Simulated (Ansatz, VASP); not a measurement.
SrO in VASP and in Ansatz

The input INCAR:

```
PREC = Accurate ; ENCUT = 520
EDIFF = 1E-7 ; ISMEAR = 0
SIGMA = 0.05 ; LREAL = F
LASPH = T ; NELM = 80
ALGO = Normal ; ISIF = 2
LWAVE = F ; LCHARG = F
GGA = PE ; NBANDS = 15
```

Contents of KPOINTS:

```
regular mesh
0
Gamma
  12 12 12
```

The input POSCAR:

```
SrO
1.0
    0.0000000000      2.6813609151      2.6813609151
    2.6813609151      0.0000000000      2.6813609151
    2.6813609151      2.6813609151      0.0000000000
Sr O
1 1
Direct
    0.5000000000      0.5000000000      0.5000000000
    0.0000000000      0.0000000000      0.0000000000
```

Input for Ansatz:

```yaml
crystal:
  lattice:
    - [0.0, 2.6813609151, 2.6813609151]
    - [2.6813609151, 0.0, 2.6813609151]
    - [2.6813609151, 2.6813609151, 0.0]
  atoms:
    - { symbol: Sr, position: [0.5, 0.5, 0.5] }
    - { symbol: O, position: [0.0, 0.0, 0.0] }
basis:
  ecutwfc: 420
  ecutrho_ratio: 4
kpoints:
  mp_grid: { grid: [12, 12, 12] }
hamiltonian:
  xc: pbe
scf:
  occupations: { method: gaussian, width: 0.05 }
output:
  forces: true
  stress: true
  eigenvalues: true
```

Alike in both runs: task single point; functional PBE; k mesh 12 × 12 × 12; occupations gaussian, width 0.05 eV; no spin polarisation.

|  | VASP | Ansatz |
| --- | --- | --- |
| version | VASP 6.6.1 | Ansatz 0.2.0 |
| potentials or method | VASP PAW PBE potentials, release 64 (Sr_sv, O), cutoff 520 eV | scalar-relativistic, plane waves, PAW |
| valence electrons in the cell | 16 | 16 |

Ansatz gave:

| Property | Result |
| --- | --- |
| gap on the k mesh at the Fermi level (eV) | 3.16 |
| least direct gap on the mesh (eV) | 3.16 |
| pressure (GPa) | -6.5 |

**Question.** Estimate VASP's values.

**Answer.** gap on the k mesh at the Fermi level (eV): 3.15; least direct gap on the mesh (eV): 3.15; pressure (GPa): -6.2.

The functional is the same, so the differences come from potentials, cutoffs and numerics.
